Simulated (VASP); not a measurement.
Wanted: the native input for a VASP 6.6.1 run.

```yaml
Task: single point
Functional: PBE
Potentials_or_basis: VASP PAW PBE potentials, release 64 (Sn_d)
Cutoff: 520 eV
k_mesh: 11 × 11 × 3
Occupations: fermi-dirac, width 0.05 eV
Spin: no spin polarisation
Dipole_correction: no
Further_INCAR_settings: ALGO = Normal; EDIFF = 1e-07; NBANDS = 36
```

The structure of Sn lies in POSCAR:

```
Sn
1.0
    3.3571517134      0.0000000000      0.0000000000
   -1.6785758567      2.9073786682      0.0000000000
    0.0000000000      0.0000000000     11.1013478127
Sn
4
Direct
    0.0000000000      0.0000000000      0.0000000000
    0.0000000000      0.0000000000      0.5000000000
    0.3333333333      0.6666666667      0.2500000000
    0.6666666667      0.3333333333      0.7500000000
```

This isn't the form of Sn at room conditions, which is tetragonal (white tin).

These files were run (other wordings do the same):

INCAR

```
SYSTEM = Sn
  PREC = Accurate
  ENCUT = 520
  EDIFF = 1E-7
  ISMEAR = -1
  SIGMA = 0.05
  LREAL = .FALSE.
  LASPH = .TRUE.
  NELM = 100
  ALGO = Normal
  ISIF = 2
  LWAVE = .FALSE.
  LCHARG = .FALSE.
  GGA = PE
  NBANDS = 36
```

KPOINTS

```
Automatic mesh
0
G
  11 11 3
  0 0 0
```

Potentials or basis: VASP PAW PBE potentials, release 64 (Sn_d).

The run is started by

```bash
$ cat potpaw_PBE.64/Sn_d/POTCAR > POTCAR
$ mpirun -np 1 vasp_std > vasp.out
```

It gave:

```yaml
Pressure: 1.3 GPa
Band_gap_on_the_k_mesh: zero (bands 28 and 29 overlap by 7.74 eV)
```

Caveat: spin-orbit coupling is left out, which moves the levels of the heavy elements.

Wall time 3.2 min on 1 thread of Intel Xeon 8259CL, on a shared host, peak memory 0.28 GiB.
